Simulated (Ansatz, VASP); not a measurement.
# BaTiO3 in VASP and in Ansatz

Contents of INCAR:

```
ALGO     = Normal         # electronic algorithm
EDIFF    = 1E-7           # SCF threshold, eV
ENCUT    = 520            # plane-wave cutoff, eV
GGA      = PE             # functional
ISIF     = 2              # what is computed and relaxed
ISMEAR   = -1             # smearing method
LASPH    = T              # aspherical terms in the spheres
LCHARG   = F              # write CHGCAR
LREAL    = F              # projectors in reciprocal space
LWAVE    = F              # write WAVECAR
NBANDS   = 28             # bands
NELM     = 80             # most SCF steps
PREC     = Accurate       # precision mode
SIGMA    = 0.05           # smearing width, eV
```

File KPOINTS:

```
k-points
0
Gamma
  7 7 7
```

The input POSCAR:

```
BaTiO3
1.0
    4.0073000000      0.0000000000      0.0000000000
    0.0000000000      4.0073000000      0.0000000000
    0.0000000000      0.0000000000      4.0073000000
Ba Ti O
1 1 3
Direct
    0.5090294500      0.4552911200      0.5066787400
    0.9437351000      0.0699797700      0.9543125000
    0.5205349200      0.0068319800      0.0554319400
    0.0126470200      0.4919678200      0.0527235900
    0.0140535100      0.9759293100      0.4308532400
```

input.yaml

```yaml
crystal:
  lattice:
    - [4.0073, 0.0, 0.0]
    - [0.0, 4.0073, 0.0]
    - [0.0, 0.0, 4.0073]
  atoms:
    - { symbol: Ba, position: [0.50902945, 0.45529112, 0.50667874] }
    - { symbol: Ti, position: [0.9437351, 0.06997977, 0.9543125] }
    - { symbol: O, position: [0.52053492, 0.00683198, 0.05543194] }
    - { symbol: O, position: [0.01264702, 0.49196782, 0.05272359] }
    - { symbol: O, position: [0.01405351, 0.97592931, 0.43085324] }
hamiltonian:
  xc: pbe
  pseudopotentials: { kind: paw }
kpoints:
  mp_grid: { grid: [7, 7, 7] }
scf:
  occupations: { method: fermi_dirac, width: 0.05 }
basis:
  ecutwfc: "500 eV"
output:
  forces: true
  stress: true
  eigenvalues: true
```

Alike in both runs: task single point; functional PBE; k mesh 7 × 7 × 7; occupations fermi-dirac, width 0.05 eV; no spin polarisation.

|  | VASP | Ansatz |
| --- | --- | --- |
| version | VASP 6.6.1 | Ansatz 0.2.0 |
| potentials or method | VASP PAW PBE potentials, release 64 (Ba_sv, Ti_sv, O), cutoff 520 eV | Ansatz PAW |
| valence electrons in the cell | 40 | 40 |

VASP gave:

- gap on the k mesh at the Fermi level (eV): 2.76
- least direct gap on the mesh (eV): 2.93
- pressure (GPa): 14.0
- traceless stress, the component that is largest in VASP (GPa): -8.41
- rms of the force components (eV/Å): 1.864

Question: Which values does Ansatz return?

Answer: gap on the k mesh at the Fermi level (eV): 2.80; least direct gap on the mesh (eV): 2.98; pressure (GPa): 12.0; traceless stress, the component that is largest in VASP (GPa): -8.33; rms of the force components (eV/Å): 1.813.

Atom by atom the forces differ by 0.089 eV/Å (rms over components). With one functional, cell and mesh, what is left measures potentials, basis and numerics.

Neither program's run includes spin-orbit coupling. Noted on Ansatz's run: odd divisions of the mesh miss points on the zone boundary, where band edges often lie, so the gap on the mesh can be too wide.
